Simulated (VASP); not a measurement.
A run of VASP 6.6.1 is set up as follows.

INCAR

```
SYSTEM = NaH
PREC = Accurate
ENCUT = 520
EDIFF = 1E-7
ISMEAR = -1
SIGMA = 0.05
LREAL = .False.
LASPH = .True.
NELM = 100
ALGO = Normal
ISIF = 2
LWAVE = .False.
LCHARG = .False.
GGA = PS
NBANDS = 11
```

The input KPOINTS:

```
regular mesh
0
Gamma
  9 9 9
  0 0 0
```

The input POSCAR:

```
NaH
1.0
    0.0000000000      2.2745187031      2.2745187031
    2.2745187031      0.0000000000      2.2745187031
    2.2745187031      2.2745187031      0.0000000000
Na H
1 1
Direct
    0.0000000000      0.0000000000      0.0000000000
    0.5000000000      0.5000000000      0.5000000000
```

Potentials or basis: VASP PAW PBE potentials, release 64 (Na_pv, H).

The run is started by

```console
$ cat potpaw_PBE.64/Na_pv/POTCAR potpaw_PBE.64/H/POTCAR > POTCAR
$ mpirun -np 1 vasp_std > vasp.out
```

(1) What does it give for the pressure?

(2) Predict the band gap on the k mesh.

Results:

(1) 5.0 GPa.

(2) 4.21 eV, indirect (least direct gap 5.01 eV).

Caveat: the PAW data sets were made with another functional, which shifts forces and pressure a little.
